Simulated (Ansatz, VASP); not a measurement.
## Pd in VASP and in Ansatz

```xyz
2
Lattice="2.7837 0.0000 0.0000 -1.3918 2.4107 0.0000 0.0000 0.0000 4.6289" Properties=species:S:1:pos:R:3 pbc="T T T"
Pd    0.0000    1.6071    1.1572
Pd    1.3918    0.8036    3.4717
```

Alike in both runs: task relaxation of cell and atoms; functional RPBE; dispersion D3(BJ); k mesh 11 × 11 × 6; occupations fermi-dirac, width 0.05 eV; no spin polarisation.

|  | VASP | Ansatz |
| --- | --- | --- |
| version | VASP 6.6.1 | Ansatz 0.2.0 |
| potentials or method | VASP PAW PBE potentials, release 64 (Pd) | Ansatz PAW |
| plane-wave cutoff (eV) | 600 | 420 |
| valence electrons in the cell | 20 | 36 |

VASP gave:

- gap on the k mesh at the Fermi level, each at its own relaxed structure (eV): none
- relaxed volume (Å³/atom): 12.97
- relaxed cell length with the largest relative difference (Å): 4.346

Task: What did Ansatz give for the same quantities?

Result: gap on the k mesh at the Fermi level, each at its own relaxed structure (eV): none; relaxed volume (Å³/atom): 12.99; relaxed cell length with the largest relative difference (Å): 4.349.

VASP's potentials were made for PBE, not for RPBE. A gap of «none» marks a metal or a gap that the smearing closes. VASP's potentials hold 20 valence electrons a cell and Ansatz's 36, so a difference there can come from the potentials and not from the codes.

Noted on VASP's run: the volume moved by over 15 % at a fixed basis, so the end points are rough. Noted on Ansatz's run: the volume moved by over 15 % at a fixed basis, so the end points are rough; the plane-wave basis is chosen anew once the cell has moved, so the energies of steps on either side of that aren't comparable.
